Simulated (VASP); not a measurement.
# Na (C2/m) in VASP: further runs

The runs below take Na through single point, with LDA.

Everything below comes from runs of VASP 6.6.1. Logs are shortened: lines on timing, memory, paths and dates and some standing lists are left out, and cuts for length are marked.

## (1) The cell of the first run

The structure is monoclinic, space group C2/m (No. 12). The conventional cell has a = 5.239 Å, b = 5.517 Å, c = 3.598 Å, α = 90.00°, β = 132.25°, γ = 90.00°. Na (site symmetry 2/m) has 12 Na at 3.60 to 3.88 Å within 4.7 Å.

## (2) Single point, LDA

INCAR reads:

```
ALGO = Fast
EDIFF = 1E-6
ENCUT = 520
ISIF = 2
ISMEAR = 0
LASPH = True
LCHARG = False
LREAL = False
LWAVE = False
NBANDS = 10
NELM = 100
PREC = Accurate
SIGMA = 0.15
```

KPOINTS reads:

```
k-points
0
Gamma
  18 18 18
```

POSCAR reads:

```
Na
1.0
   -2.0204562024      1.8806417008      2.6691859400
    1.8806417008     -2.0204562024      2.6691859400
    1.9208922188      1.9208922188     -2.7687499236
Na
1
Direct
    0.0000000000      0.0000000000      0.0000000000
```

Potentials or basis: VASP PAW LDA potentials, release 64 (Na_pv).

On the command line:

```bash
cat potpaw_LDA.64/Na_pv/POTCAR > POTCAR
mpirun -np 1 vasp_std > vasp.out
```

OUTCAR:

```text
EDIFF = 1E-6
   ENCUT = 520
   ISIF = 2
   ISMEAR = 0
   LASPH = True
   LREAL = False
   NELM = 100
   PREC = Accurate

 ion  position               nearest neighbor table
   1  0.000  0.000  0.000-

  Warning from LATTYP: Got some problem with cell dimensions!
  Tried to take original basis but could not verify dimensions!
  LATTYP: Found a base centered monoclinic cell.
 ALAT       =     5.2391616468
 B/A-ratio  =     1.0530283154
 C/A-ratio  =     0.6867995982
 COS(beta)  =    -0.6723647201

  Lattice vectors:

 A1 = (  -3.8015339196,   0.0995639836,   0.0995639836)
 A2 = (   0.0995639836,  -3.8015339196,   0.0995639836)
 A3 = (   1.7810777172,   1.7810777172,   2.5696219564)

Analysis of symmetry for initial positions (statically):
=====================================================================
 Subroutine PRICEL returns:
 Original cell was already a primitive cell.

 Routine SETGRP: Setting up the symmetry group for a
 base centered monoclinic supercell.

 Subroutine GETGRP returns: Found  4 space group operations
 (whereof  4 operations were pure point group operations)
 out of a pool of  4 trial point group operations.

The static configuration has the point symmetry C_2h.

Analysis of symmetry for dynamics (positions and initial velocities):
=====================================================================
 Subroutine PRICEL returns:
 Original cell was already a primitive cell.

 Routine SETGRP: Setting up the symmetry group for a
 base centered monoclinic supercell.

 Subroutine GETGRP returns: Found  4 space group operations
 (whereof  4 operations were pure point group operations)
 out of a pool of  4 trial point group operations.

The dynamic configuration has the point symmetry C_2h.

 Subroutine INISYM returns: Found  4 space group operations
 (whereof  4 operations are pure point group operations),
 and found     1 'primitive' translations

----------------------------------------------------------------------------------------

                                     Primitive cell

  volume of cell :      38.4934

  direct lattice vectors                    reciprocal lattice vectors
    -2.020456202  1.880641701  2.669185940     0.012129856  0.268467950  0.194672021
     1.880641701 -2.020456202  2.669185940     0.268467950  0.012129856  0.194672021
[... 86 lines left out ...]
   NSW    =      0    number of steps for IOM
   IBRION =     -1    ionic relax: 0-MD 1-quasi-New 2-CG
   NFREE  =      0    steps in history (QN), initial steepest desc. (CG)
   ISIF   =      2    stress and relaxation
   ISYM   =      2    0-nonsym 1-usesym 2-fastsym
   POTIM  = 0.5000    time-step for ionic-motion
   TEBEG  =    0.0;   TEEND  =   0.0 temperature during run
   PSTRESS=    0.0 pullay stress
   NELECT =       7.0000    total number of electrons
   NUPDOWN=      -1.0000    fix difference up-down
   EMIN   =  10.00;   EMAX   =-10.00  energy-range for DOS
   EFERMI =   0.00;   METHOD = LEGACY
   ISMEAR =     0;   SIGMA  =   0.15  broadening in eV -4-tet -1-fermi 0-gaus
   EFERMI_NEDOS =   21; number of points for ismear=-14 and -15
   IALGO  =     68    algorithm
   IMIX   =      4    mixing-type and parameters
     AMIX     =   0.40;   BMIX     =  1.00
     AMIX_MAG =   1.60;   BMIX_MAG =  1.00
  volume/ion in A,a.u.               =      38.49       259.77
  Fermi-wavevector in a.u.,A,eV,Ry     =   0.927496  1.752713 11.704397  0.860249
  Thomas-Fermi vector in A             =   2.053572
   LORBIT       =      0    0 simple, 1 ext, 2 COOP (PROOUT), +10 PAW based schemes
   GGA     = CA    functional components
   LHFCALC =     F    Hartree Fock is set to
   AEXX    =    0.0000 exact exchange contribution
   IVDW    =     0    specifies the selected vdW correction
   LEPSILON=     F    determine dielectric tensor
   LRPA    =     F    only Hartree local field effects (RPA)
 non-spin polarized calculation
 RMM-DIIS sequential band-by-band and
 Gauss-broadening in eV      SIGMA  =   0.15
  energy-cutoff  :      520.00
  volume of cell :       38.49
 maximum number of plane-waves:      1059
 NGX is ok and might be reduce to    30

 number of electron       6.9999996 magnetization

 Free energy of the ion-electron system (eV)
  ---------------------------------------------------
  ext. energy  EPLUGINS =         0.00000000
  ---------------------------------------------------
  free energy    TOTEN  =        -1.43522374 eV

  energy without entropy =       -1.42970330  energy(sigma->0) =       -1.43246352

 E-fermi :   0.0654     XC(G=0):  -6.6226

 val. band max:        0.0593615854   @ k =  -0.2222   0.5000   0.3333
 cond. band min:       0.0663356077   @ k =  -0.2222   0.5000   0.4444
 fundamental gap:      0.0069740223
 Fermi energy:         0.0654489338

 k-point     1 :       0.0000    0.0000    0.0000
  band No.  band energies     occupation
      1     -24.9180      2.00000
      2     -24.9174      2.00000
      3     -24.9171      2.00000
      4      -3.1466      2.00000
      5      10.2273      0.00000
      6      10.6947      0.00000
      7      11.4434      0.00000
      8      11.4536      0.00000
      9      11.7228      0.00000
     10      13.0617      0.00000
[... 287 lines left out ...]
 k-point    24 :      -0.2222    0.0556   -0.0000
  band No.  band energies     occupation
      1     -24.9297      2.00000
      2     -24.9204      2.00000
      3     -24.9189      2.00000
      4      -2.4237      2.00000
      5       7.0331      0.00000
      6       8.9481      0.00000
      7       9.6773      0.00000
      8      11.2465      0.00000
      9      12.4143      0.00000
     10      13.8282      0.00000

 [... further k-points ...]

------------------------ aborting loop because EDIFF is reached ----------------------------------------

  FORCE on cell =-STRESS in cart. coord.  units (eV):
  Direction    XX          YY          ZZ          XY          YZ          ZX
  --------------------------------------------------------------------------------------
  -------------------------------------------------------------------------------------
  Total       -0.2676067     -0.2676067     -0.2482355      0.0225345      0.0742118      0.0742118
  in kB      -11.1383596    -11.1383596    -10.3320884      0.9379343      3.0888546      3.0888547
  external PRESSURE =     -10.8696025 kB  Pullay stress =       0.0000000 kB

 VOLUME and BASIS-vectors are now :
 -----------------------------------------------------------------------------
  energy-cutoff  :      520.00
  volume of cell :       38.49
      direct lattice vectors                 reciprocal lattice vectors
    -2.020456202  1.880641701  2.669185940     0.012129856  0.268467950  0.194672021
     1.880641701 -2.020456202  2.669185940     0.268467950  0.012129856  0.194672021
     1.920892219  1.920892219 -2.768749924     0.270507536  0.270507536  0.014169442

 POSITION                                       TOTAL-FORCE (eV/Angst)
 -----------------------------------------------------------------------------------
      0.00000      0.00000      0.00000         0.000000      0.000000     -0.000000
 -----------------------------------------------------------------------------------
    total drift:                               -0.000000     -0.000000      0.000000

  FREE ENERGIE OF THE ION-ELECTRON SYSTEM (eV)
  ---------------------------------------------------
  free  energy   TOTEN  =        -1.4352237402 eV

  energy  without entropy=       -1.4297033046  energy(sigma->0) =       -1.43246352
```

OSZICAR:

```text
N       E                     dE             d eps       ncg     rms          rms(c)
DAV:   1     0.274067823672E+02    0.27407E+02   -0.37530E+03 31052   0.571E+02
DAV:   2    -0.855863040128E+00   -0.28263E+02   -0.28128E+02 31954   0.144E+02
DAV:   3    -0.143169659014E+01   -0.57583E+00   -0.57537E+00 37186   0.229E+01
DAV:   4    -0.143655738183E+01   -0.48608E-02   -0.48603E-02 36506   0.207E+00
DAV:   5    -0.143662908295E+01   -0.71701E-04   -0.71700E-04 35124   0.248E-01    0.192E-01
RMM:   6    -0.143571570208E+01    0.91338E-03   -0.37727E-04 41833   0.221E-01    0.127E-01
RMM:   7    -0.143522862448E+01    0.48708E-03   -0.58061E-04 42692   0.214E-01    0.208E-02
RMM:   8    -0.143521982611E+01    0.87984E-05   -0.15844E-04 41451   0.211E-01    0.385E-03
RMM:   9    -0.143522326783E+01   -0.34417E-05   -0.30094E-05 47770   0.620E-02    0.267E-03
RMM:  10    -0.143522374018E+01   -0.47234E-06   -0.91209E-06 44000   0.506E-02
   1 F= -.14352237E+01 E0= -.14324635E+01  d E =-.552044E-02
```

stdout:

```text
POSCAR found type information on POSCAR Na
 POSCAR found :  1 types and       1 ions
 scaLAPACK will be used
 LDA part: xc-table for (Slater(with rela. corr.)+CA(PZ))
 , standard interpolation
 POSCAR, INCAR and KPOINTS ok, starting setup
 FFT: planning ... GRIDC
 FFT: planning ... GRID_SOFT
 FFT: planning ... GRID
 WAVECAR not read
 entering main loop
```

Wall time 9.2 min (1 thread of Intel Xeon 8259CL, shared host); peak memory 0.54 GiB.

What came out:

| Property | Result |
| --- | --- |
| Free energy | -1.4352 eV |
| Pressure | -1.1 GPa |
| Band gap on the k mesh | zero (an odd number of electrons rules out a gap without spin polarisation) |

Stress tensor (GPa, compression positive):
```
-1.11  0.09  0.31
 0.09 -1.11  0.31
 0.31  0.31 -1.03
```

## (3) Single point, LDA

This run uses another cell than the first one, of the same volume but with other edges.

INCAR reads:

```
SYSTEM = Na
ALGO = Fast
EDIFF = 1E-6
ENCUT = 520
GGA = CA
ISIF = 2
ISMEAR = 0
LASPH = .True.
LCHARG = .False.
LREAL = .False.
LWAVE = .False.
NBANDS = 10
NELM = 80
PREC = Accurate
SIGMA = 0.15
```

KPOINTS reads:

```
k-points
0
Gamma
  18 18 18
  0 0 0
```

POSCAR reads:

```
Na
1.0
   -1.7810777172      1.9208922188      2.6691859400
    1.9208922188     -1.7810777172      2.6691859400
    1.8806417008      1.8806417008     -2.5696219564
Na
1
Direct
    0.0000000000      0.0000000000      0.0000000000
```

Potentials or basis: VASP PAW LDA potentials, release 64 (Na_pv).

On the command line:

```bash
cat potpaw_LDA.64/Na_pv/POTCAR > POTCAR
mpirun -np 1 vasp_std > vasp.out
```

OUTCAR:

```text
SYSTEM = Na
   EDIFF = 1E-6
   ENCUT = 520
   GGA = CA
   ISIF = 2
   ISMEAR = 0
   LASPH = .True.
   LREAL = .False.
   NELM = 80
   PREC = Accurate

 ion  position               nearest neighbor table
   1  0.000  0.000  0.000-

  LATTYP: Found a base centered monoclinic cell.
 ALAT       =     5.3420324333
 B/A-ratio  =     0.9800345012
 C/A-ratio  =     0.6922808031
 COS(beta)  =    -0.6677377833
[... 494 lines left out ...]
      7      10.3857      0.00000
      8      12.0025      0.00000
      9      12.2057      0.00000
     10      12.6977      0.00000

 [... further k-points ...]

------------------------ aborting loop because EDIFF is reached ----------------------------------------

  FORCE on cell =-STRESS in cart. coord.  units (eV):
  Direction    XX          YY          ZZ          XY          YZ          ZX
  --------------------------------------------------------------------------------------
  -------------------------------------------------------------------------------------
  Total       -0.2689502     -0.2689502     -0.2505800     -0.0014241     -0.0537704     -0.0537704
  in kB      -11.1934717    -11.1934717    -10.4289232     -0.0592715     -2.2378774     -2.2378774
  external PRESSURE =     -10.9386222 kB  Pullay stress =       0.0000000 kB

 VOLUME and BASIS-vectors are now :
 -----------------------------------------------------------------------------
  energy-cutoff  :      520.00
  volume of cell :       38.50
      direct lattice vectors                 reciprocal lattice vectors
    -1.781077717  1.920892219  2.669185940    -0.011509870  0.258616581  0.180851188
     1.920892219 -1.781077717  2.669185940     0.258616581 -0.011509870  0.180851188
     1.880641701  1.880641701 -2.569621956     0.256681243  0.256681243 -0.013445208

 POSITION                                       TOTAL-FORCE (eV/Angst)
 -----------------------------------------------------------------------------------
      0.00000      0.00000      0.00000         0.000000     -0.000000      0.000000
 -----------------------------------------------------------------------------------
    total drift:                               -0.000000     -0.000000     -0.000000

  FREE ENERGIE OF THE ION-ELECTRON SYSTEM (eV)
  ---------------------------------------------------
  free  energy   TOTEN  =        -1.4365978877 eV

  energy  without entropy=       -1.4315561940  energy(sigma->0) =       -1.43407704
```

It took 6.1 min on 1 thread of Intel Xeon 8259CL, shared host; peak memory 0.53 GiB.

What came out:

| Quantity | Value |
| --- | --- |
| Free energy | -1.4366 eV |
| Pressure | -1.1 GPa |
| Band gap on the k mesh | zero (an odd number of electrons rules out a gap without spin polarisation) |

Stress tensor (GPa, compression positive):
```
-1.12 -0.01 -0.22
-0.01 -1.12 -0.22
-0.22 -0.22 -1.04
```

Levels at points of the mesh, in eV from the Fermi level:
```
           k point  band 1  band 2  band 3  band 4  band 5  band 6  band 7  band 8
(0.00, 0.00, 0.00)  -24.98  -24.98  -24.98   -3.21   10.12   10.82   11.42   11.47
(0.50, 0.00, 0.00)  -25.01  -24.99  -24.98    0.43    0.66    9.98   10.40   10.82
(0.50, 0.50, 0.00)  -25.01  -25.00  -24.99    1.96    2.49    5.83    5.92    7.43
(0.00, 0.00, 0.50)  -25.01  -24.99  -24.99    1.47    1.98    6.43    7.19    7.22
(0.50, 0.00, 0.50)  -25.02  -24.99  -24.99    0.73    1.10    9.08    9.71   10.15
(0.50, 0.50, 0.50)  -25.01  -25.00  -24.99    1.78    2.31    6.16    6.83    6.90
```
